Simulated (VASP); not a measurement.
# CaO (Pm-3m) in VASP: single point with r2SCAN

Aim: the single point of CaO with r2SCAN.

Program: VASP 6.6.1. These are calculated values, not measurements. Logs are shortened: lines on timing, memory, paths and dates and some standing lists are left out, and cuts for length are marked.

**1. The cell of the first run**

It takes space group Pm-3m (No. 221, cubic). Conventional cell: a = 2.903 Å, b = 2.903 Å, c = 2.903 Å, α = 90.00°, β = 90.00°, γ = 90.00°. Within 3.3 Å of Ca (site symmetry m-3m) lie 8 O at 2.51 Å and 6 Ca at 2.90 Å. Within 3.3 Å of O (site symmetry m-3m) lie 8 Ca at 2.51 Å and 6 O at 2.90 Å.

**2. Single point, r2SCAN**

Input file POSCAR:

```
CaO
1.0
    2.9032089656      0.0000000000      0.0000000000
    0.0000000000      2.9032089656      0.0000000000
    0.0000000000      0.0000000000      2.9032089656
Ca O
1 1
Direct
    0.0000000000      0.0000000000      0.0000000000
    0.5000000000      0.5000000000      0.5000000000
```

Input file INCAR.step1:

```
SYSTEM = CaO
ALGO = Normal
EDIFF = 1E-5
ENCUT = 1480
GGA = PE
GGA_COMPAT = .FALSE.
ISMEAR = -1
LASPH = .TRUE.
LCHARG = .FALSE.
LREAL = .FALSE.
LWAVE = .TRUE.
NBANDS = 15
NELM = 120
PREC = Accurate
SIGMA = 0.02
```

Input file INCAR.step2:

```
SYSTEM = CaO
ALGO = Normal
EDIFF = 1E-6
ENCUT = 1480
GGA_COMPAT = .FALSE.
ISIF = 2
ISMEAR = -1
ISTART = 1
LASPH = .TRUE.
LCHARG = .FALSE.
LMIXTAU = .TRUE.
LREAL = .FALSE.
LWAVE = .FALSE.
METAGGA = R2SCAN
NBANDS = 15
NELM = 120
PREC = Accurate
SIGMA = 0.02
```

Input file KPOINTS:

```
k-points
0
G
  8 8 8
  0 0 0
```

Potentials or basis: VASP PAW PBE potentials, release 64 (Ca_sv, O_h).

On the command line:

```console
cat potpaw_PBE.64/Ca_sv/POTCAR potpaw_PBE.64/O_h/POTCAR > POTCAR
cp INCAR.step1 INCAR
mpirun -np 1 vasp_std > vasp.out
cp INCAR.step2 INCAR
mpirun -np 1 vasp_std > vasp.out
```

OUTCAR:

```text
SYSTEM = CaO
   EDIFF = 1E-6
   ENCUT = 1480
   ISIF = 2
   ISMEAR = -1
   ISTART = 1
   LASPH = .TRUE.
   LREAL = .FALSE.
   METAGGA = R2SCAN
   NELM = 120
   PREC = Accurate

 ion  position               nearest neighbor table
   1  0.000  0.000  0.000-
   2  0.500  0.500  0.500-

  LATTYP: Found a simple cubic cell.
 ALAT       =     2.9032089656

  Lattice vectors:

 A1 = (   2.9032089656,   0.0000000000,   0.0000000000)
 A2 = (   0.0000000000,   2.9032089656,   0.0000000000)
 A3 = (   0.0000000000,   0.0000000000,   2.9032089656)

Analysis of symmetry for initial positions (statically):
=====================================================================
 Subroutine PRICEL returns:
 Original cell was already a primitive cell.

 Routine SETGRP: Setting up the symmetry group for a
 simple cubic supercell.

 Subroutine GETGRP returns: Found 48 space group operations
 (whereof 48 operations were pure point group operations)
 out of a pool of 48 trial point group operations.

The static configuration has the point symmetry O_h .

Analysis of symmetry for dynamics (positions and initial velocities):
=====================================================================
 Subroutine PRICEL returns:
 Original cell was already a primitive cell.

 Routine SETGRP: Setting up the symmetry group for a
 simple cubic supercell.

 Subroutine GETGRP returns: Found 48 space group operations
 (whereof 48 operations were pure point group operations)
 out of a pool of 48 trial point group operations.

The dynamic configuration has the point symmetry O_h .

 Subroutine INISYM returns: Found 48 space group operations
 (whereof 48 operations are pure point group operations),
 and found     1 'primitive' translations

----------------------------------------------------------------------------------------

                                     Primitive cell

  volume of cell :      24.4701

  direct lattice vectors                    reciprocal lattice vectors
     2.903208966  0.000000000  0.000000000     0.344446442  0.000000000  0.000000000
     0.000000000  2.903208966  0.000000000     0.000000000  0.344446442  0.000000000
     0.000000000  0.000000000  2.903208966     0.000000000  0.000000000  0.344446442

  length of vectors
     2.903208966  2.903208966  2.903208966     0.344446442  0.344446442  0.344446442

  position of ions in fractional coordinates (direct lattice)
     0.000000000  0.000000000  0.000000000
     0.500000000  0.500000000  0.500000000

  ion indices of the primitive-cell ions
   primitive index   ion index
                 1           1
                 2           2

----------------------------------------------------------------------------------------

 KPOINTS: k-points

Automatic generation of k-mesh.
 Grid dimensions read from file:
 generate k-points for:    8    8    8

 Generating k-lattice:

  Cartesian coordinates                     Fractional coordinates (reciprocal lattice)
     0.043055805  0.000000000  0.000000000     0.125000000  0.000000000  0.000000000
     0.000000000  0.043055805  0.000000000     0.000000000  0.125000000  0.000000000
     0.000000000  0.000000000  0.043055805     0.000000000  0.000000000  0.125000000

  Length of vectors
     0.043055805  0.043055805  0.043055805

  Shift w.r.t. Gamma in fractional coordinates (k-lattice)
     0.000000000  0.000000000  0.000000000

 Subroutine IBZKPT returns following result:
 ===========================================

 Found     35 irreducible k-points:

 Following reciprocal coordinates:
            Coordinates               Weight
  0.000000  0.000000  0.000000      1.000000
  0.125000  0.000000  0.000000      6.000000
  0.250000  0.000000  0.000000      6.000000
  0.375000  0.000000  0.000000      6.000000
  0.500000  0.000000  0.000000      3.000000
  0.125000  0.125000  0.000000     12.000000
[... 16 lines left out ...]
  0.375000  0.375000  0.125000     24.000000
  0.500000  0.375000  0.125000     24.000000
 [... further k-points ...]
   k-points           NKPTS =     35   k-points in BZ     NKDIM =     35   number of bands    NBANDS=     15
   number of dos      NEDOS =    301   number of ions     NIONS =      2
   total plane-waves  NPLWV =  46656
   dimension x,y,z NGX =    36 NGY =   36 NGZ =   36
   dimension x,y,z NGXF=    72 NGYF=   72 NGZF=   72
   ions per type =               1   1
   NGX,Y,Z   is equivalent  to a cutoff of  20.61, 20.61, 20.61 a.u.
   NGXF,Y,Z  is equivalent  to a cutoff of  41.23, 41.23, 41.23 a.u.
 SYSTEM =  CaO
   PREC   = accura    normal or accurate (medium, high low for compatibility)
   ISTART =      1    job   : 0-new  1-cont  2-samecut
   ICHARG =      0    charge: 1-file 2-atom 10-const
   ISPIN  =      1    spin polarized calculation?
   LNONCOLLINEAR =      F non collinear calculations
   LSORBIT =      F    spin-orbit coupling
   LASPH  =      T    aspherical Exc in radial PAW
   ENCUT  = 1480.0 eV 108.78 Ry   10.43 a.u.   9.11  9.11  9.11*2*pi/ulx,y,z
   NELM   =    120;   NELMIN=  2; NELMDL=  0     # of ELM steps
   EDIFF  = 0.1E-05   stopping-criterion for ELM
   LREAL  =      F    real-space projection
   EDIFFG = 0.1E-04   stopping-criterion for IOM
   NSW    =      0    number of steps for IOM
   IBRION =     -1    ionic relax: 0-MD 1-quasi-New 2-CG
   NFREE  =      0    steps in history (QN), initial steepest desc. (CG)
   ISIF   =      2    stress and relaxation
   ISYM   =      2    0-nonsym 1-usesym 2-fastsym
   POTIM  = 0.5000    time-step for ionic-motion
   TEBEG  =    0.0;   TEEND  =   0.0 temperature during run
   PSTRESS=    0.0 pullay stress
   NELECT =      16.0000    total number of electrons
   NUPDOWN=      -1.0000    fix difference up-down
   EMIN   =  10.00;   EMAX   =-10.00  energy-range for DOS
   EFERMI =   0.00;   METHOD = LEGACY
   ISMEAR =    -1;   SIGMA  =   0.02  broadening in eV -4-tet -1-fermi 0-gaus
   EFERMI_NEDOS =   21; number of points for ismear=-14 and -15
   IALGO  =     38    algorithm
   IMIX   =      4    mixing-type and parameters
     AMIX     =   0.40;   BMIX     =  1.00
     AMIX_MAG =   1.60;   BMIX_MAG =  1.00
  volume/ion in A,a.u.               =      12.24        82.57
  Fermi-wavevector in a.u.,A,eV,Ry     =   1.420921  2.685151 27.470378  2.019016
  Thomas-Fermi vector in A             =   2.541785
   LORBIT       =      0    0 simple, 1 ext, 2 COOP (PROOUT), +10 PAW based schemes
   METAGGA = R2SCAN    functional components
   LHFCALC =     F    Hartree Fock is set to
   AEXX    =    0.0000 exact exchange contribution
   IVDW    =     0    specifies the selected vdW correction
   LEPSILON=     F    determine dielectric tensor
   LRPA    =     F    only Hartree local field effects (RPA)
 non-spin polarized calculation
  energy-cutoff  :     1480.00
  volume of cell :       24.47
 maximum number of plane-waves:      3184
   NGX = 19   NGY = 19   NGZ = 19

 number of electron      16.0000001 magnetization

 Free energy of the ion-electron system (eV)
  ---------------------------------------------------
  ext. energy  EPLUGINS =         0.00000000
  ---------------------------------------------------
  free energy    TOTEN  =       -18.52032697 eV

  energy without entropy =      -18.52032697  energy(sigma->0) =      -18.52032697

 E-fermi :   4.7020     XC(G=0): -11.9014

 val. band max:        4.2156385292   @ k =   0.5000   0.5000   0.0000
 cond. band min:       7.4971070871   @ k =   0.0000   0.0000   0.0000
 fundamental gap:      3.2814685579
 Fermi energy:         4.7020145094

 k-point     1 :       0.0000    0.0000    0.0000
  band No.  band energies     occupation
      1     -36.5994      2.00000
      2     -16.1726      2.00000
      3     -16.1726      2.00000
      4     -16.1726      2.00000
      5     -13.1930      2.00000
      6       3.9126      2.00000
      7       3.9126      2.00000
      8       3.9126      2.00000
      9       7.4971      0.00000
     10       7.4971      0.00000
     11      10.3239      0.00000
     12      13.2821      0.00000
     13      13.2821      0.00000
     14      13.2821      0.00000
     15      24.4766      0.00000

 k-point     2 :       0.1250    0.0000    0.0000
  band No.  band energies     occupation
      1     -36.5752      2.00000
      2     -16.4572      2.00000
      3     -16.1542      2.00000
      4     -16.1542      2.00000
      5     -12.9648      2.00000
      6       3.1873      2.00000
      7       3.8431      2.00000
      8       3.8431      2.00000
      9       7.6240      0.00000
     10       8.1862      0.00000
     11      10.9653      0.00000
     12      13.2191      0.00000
     13      13.2191      0.00000
     14      13.3253      0.00000
     15      23.5451      0.00000

 k-point     3 :       0.2500    0.0000    0.0000
  band No.  band energies     occupation
      1     -36.5163      2.00000
      2     -17.0375      2.00000
      3     -16.1094      2.00000
      4     -16.1094      2.00000
      5     -12.5027      2.00000
      6       1.8739      2.00000
      7       3.6712      2.00000
      8       3.6712      2.00000
      9       7.9540      0.00000
     10       9.7414      0.00000
     11      12.3844      0.00000
     12      13.1029      0.00000
     13      13.1029      0.00000
     14      13.4315      0.00000
     15      21.7490      0.00000

 k-point     4 :       0.3750    0.0000    0.0000
  band No.  band energies     occupation
      1     -36.4564      2.00000
      2     -17.5314      2.00000
      3     -16.0641      2.00000
      4     -16.0641      2.00000
      5     -12.1003      2.00000
      6       0.8239      2.00000
      7       3.4939      2.00000
      8       3.4939      2.00000
      9       8.3261      0.00000
     10      11.3600      0.00000
     11      13.0327      0.00000
     12      13.0327      0.00000
     13      13.5408      0.00000
     14      14.0557      0.00000
     15      20.2601      0.00000
[... 307 lines left out ...]
 k-point    22 :       0.5000    0.2500    0.1250
  band No.  band energies     occupation
      1     -36.3357      2.00000
      2     -17.3814      2.00000
      3     -16.5792      2.00000
      4     -16.1519      2.00000
      5     -12.2074      2.00000
      6       1.2704      2.00000
      7       2.4408      2.00000
      8       3.5386      2.00000
      9       9.5087      0.00000
     10      10.7502      0.00000
     11      11.8970      0.00000
     12      12.4947      0.00000
     13      12.9306      0.00000
     14      17.9070      0.00000
     15      18.7935      0.00000

 k-point    23 :       0.3750    0.3750    0.1250
  band No.  band energies     occupation
      1     -36.3051      2.00000
      2     -17.0905      2.00000
      3     -16.9584      2.00000
      4     -16.1296      2.00000
      5     -12.3235      2.00000
      6       1.7432      2.00000
      7       2.0531      2.00000
      8       3.4790      2.00000
      9       9.5165      0.00000
     10      10.5090      0.00000
     11      11.7346      0.00000
     12      12.2139      0.00000
     13      13.2932      0.00000
     14      17.2118      0.00000
     15      20.9389      0.00000

 k-point    24 :       0.5000    0.3750    0.1250
  band No.  band energies     occupation
      1     -36.2825      2.00000
      2     -17.1778      2.00000
      3     -16.9420      2.00000
      4     -16.1104      2.00000
      5     -12.3704      2.00000
      6       1.6890      2.00000
      7       2.0163      2.00000
      8       3.5216      2.00000
      9       9.4349      0.00000
     10      10.3384      0.00000
     11      11.7333      0.00000
     12      11.9035      0.00000
     13      13.9196      0.00000
     14      18.8596      0.00000
     15      19.0909      0.00000

 [... further k-points ...]
[... 5 lines left out ...]
  --------------------------------------------------------------------------------------
  -------------------------------------------------------------------------------------
  Total        0.1553809      0.1553809      0.1553809      0.0000000      0.0000000      0.0000000
  in kB       10.1735700     10.1735700     10.1735700      0.0000000      0.0000000      0.0000000
  external PRESSURE =      10.1735700 kB  Pullay stress =       0.0000000 kB

 VOLUME and BASIS-vectors are now :
 -----------------------------------------------------------------------------
  energy-cutoff  :     1480.00
  volume of cell :       24.47
      direct lattice vectors                 reciprocal lattice vectors
     2.903208966  0.000000000  0.000000000     0.344446442  0.000000000  0.000000000
     0.000000000  2.903208966  0.000000000     0.000000000  0.344446442  0.000000000
     0.000000000  0.000000000  2.903208966     0.000000000  0.000000000  0.344446442

 POSITION                                       TOTAL-FORCE (eV/Angst)
 -----------------------------------------------------------------------------------
      0.00000      0.00000      0.00000         0.000000      0.000000      0.000000
      1.45160      1.45160      1.45160         0.000000      0.000000      0.000000
 -----------------------------------------------------------------------------------
    total drift:                                0.000000      0.000000      0.000000

  FREE ENERGIE OF THE ION-ELECTRON SYSTEM (eV)
  ---------------------------------------------------
  free  energy   TOTEN  =       -18.5203269684 eV

  energy  without entropy=      -18.5203269684  energy(sigma->0) =      -18.52032697
```

Wall time 1.9 min (1 thread of AMD EPYC 9R45 (Zen 5), shared host); peak memory 0.23 GiB.

What came out:

```
Free energy            : -18.5203 eV
Pressure               : 1.0 GPa
Band gap on the k mesh : 3.28 eV (least direct gap 3.58 eV)
```

Caveat: the structure was generated, so it needn't be the stable form of CaO; the PAW data sets were made with another functional, which shifts forces and pressure a little.
